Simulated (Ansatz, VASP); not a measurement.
# Two plane-wave programs on Zn2C

```xyz
3
Lattice="0.0000 2.6554 2.6554 2.6554 0.0000 2.6554 2.6554 2.6554 0.0000" Properties=species:S:1:pos:R:3 pbc="T T T"
C     0.0000    0.0000    0.0000
Zn    1.3277    1.3277    1.3277
Zn    3.9830    3.9830    3.9830
```

Alike in both runs: task single point; functional PBE; k mesh 8 × 8 × 8; occupations fermi-dirac, width 0.02 eV; no spin polarisation.

|  | VASP | Ansatz |
| --- | --- | --- |
| version | VASP 6.6.1 | Ansatz 0.2.0 |
| potentials or method | VASP PAW PBE potentials, release 64 (C, Zn) | plane waves, PAW |
| plane-wave cutoff (eV) | 520 | 420 |
| valence electrons in the cell | 28 | 28 |

VASP gave:

| Item | Value |
| --- | --- |
| pressure (GPa) | -6.2 |

What did Ansatz give for the same quantities?

Pressure (GPa): -6.7.
